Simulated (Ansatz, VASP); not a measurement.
# Cd2Te3 in VASP and in Ansatz

Contents of INCAR:

```
  PREC = Accurate
  ENCUT = 520
  EDIFF = 1E-7
  ISMEAR = 0
  SIGMA = 0.1
  LREAL = F
  LASPH = T
  NELM = 60
  ALGO = Normal
  ISIF = 2
  LWAVE = F
  LCHARG = F
  GGA = PE
  NBANDS = 29
```

KPOINTS

```
Automatic mesh
0
Gamma
  4 4 4
```

POSCAR

```
Cd2Te3
1.0
    5.5500645700      0.0000000000      0.0000000000
    0.0000000000      5.5500645700      0.0000000000
    0.0000000000      0.0000000000      5.5500645700
Cd Te
2 3
Direct
    0.5000000000      0.5000000000      0.5000000000
    0.0000000000      0.0000000000      0.0000000000
    0.5000000000      0.0000000000      0.0000000000
    0.0000000000      0.5000000000      0.0000000000
    0.0000000000      0.0000000000      0.5000000000
```

Input for Ansatz:

```yaml
crystal:
  lattice:
    - [5.55006457, 0.0, 0.0]
    - [0.0, 5.55006457, 0.0]
    - [0.0, 0.0, 5.55006457]
  atoms:
    - { symbol: Cd, position: [0.5, 0.5, 0.5] }
    - { symbol: Cd, position: [0.0, 0.0, 0.0] }
    - { symbol: Te, position: [0.5, 0.0, 0.0] }
    - { symbol: Te, position: [0.0, 0.5, 0.0] }
    - { symbol: Te, position: [0.0, 0.0, 0.5] }
basis:
  ecutwfc: 420
kpoints:
  mp_grid: { grid: [4, 4, 4] }
hamiltonian:
  xc: pbe
scf:
  occupations: { method: gaussian, width: 0.1 }
  lower_state_search: "off"
output:
  forces: true
  stress: true
  eigenvalues: true
```

Alike in both runs: task single point; functional PBE; k mesh 4 × 4 × 4; occupations gaussian, width 0.1 eV; no spin polarisation.

```csv
,VASP,Ansatz
version,VASP 6.6.1,Ansatz 0.2.0
potentials or method,"VASP PAW PBE potentials, release 64 (Cd, Te), cutoff 520 eV","scalar-relativistic, plane waves, PAW"
valence electrons in the cell,42,88
```

VASP gave:

| Property | Result |
| --- | --- |
| gap on the k mesh at the Fermi level (eV) | none |
| pressure (GPa) | 1.9 |

**Question.** Which values does Ansatz return?

**Answer.** gap on the k mesh at the Fermi level (eV): none; pressure (GPa): 1.8.

A gap of «none» marks a metal or a gap that the smearing closes. The functional is the same, so the differences come from potentials, cutoffs and numerics. VASP's potentials hold 42 valence electrons a cell and Ansatz's 88, so a difference there can come from the potentials and not from the codes.

Neither program's run includes spin-orbit coupling.
